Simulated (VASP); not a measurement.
A run of VASP 6.6.1 is set up as follows.

Contents of INCAR:

```
SYSTEM = Ta
PREC     = Accurate       ! precision mode
ENCUT    = 520            ! plane-wave cutoff, eV
EDIFF    = 1E-6           ! SCF threshold, eV
ISMEAR   = -1             ! smearing method
SIGMA    = 0.1            ! smearing width, eV
LREAL    = .FALSE.        ! projectors in reciprocal space
LASPH    = .TRUE.         ! aspherical terms in the spheres
NELM     = 60             ! most SCF steps
ALGO     = Normal         ! electronic algorithm
ISIF     = 2              ! what is computed and relaxed
LWAVE    = .FALSE.        ! write WAVECAR
LCHARG   = .FALSE.        ! write CHGCAR
GGA      = PS             ! functional
IVDW     = 12             ! dispersion correction
NBANDS   = 30             ! bands
```

File KPOINTS:

```
regular mesh
0
G
  2 2 11
  0 0 0
```

The input POSCAR:

```
Ta
1.0
   22.6986662816      0.0000000000      0.0000000000
    0.0000000000     22.6986662816      0.0000000000
    0.0000000000      0.0000000000      2.3813697593
Ta
4
Direct
    0.3186982630      0.8186982630      0.0000000000
    0.6813017370      0.1813017370      0.0000000000
    0.1813017370      0.3186982630      0.0000000000
    0.8186982630      0.6813017370      0.0000000000
```

Potentials or basis: VASP PAW PBE potentials, release 64 (Ta_pv).

Run with:

```console
$ cat potpaw_PBE.64/Ta_pv/POTCAR > POTCAR
$ mpirun -np 1 vasp_std > vasp.out
```

Q: Predict the dispersion energy per atom.

A: -0.062 eV.

Q: Predict the band gap on the k mesh.

A: Zero (bands 22 and 23 overlap by 2.37 eV).

Caveat: spin-orbit coupling is left out, which moves the levels of the heavy elements.
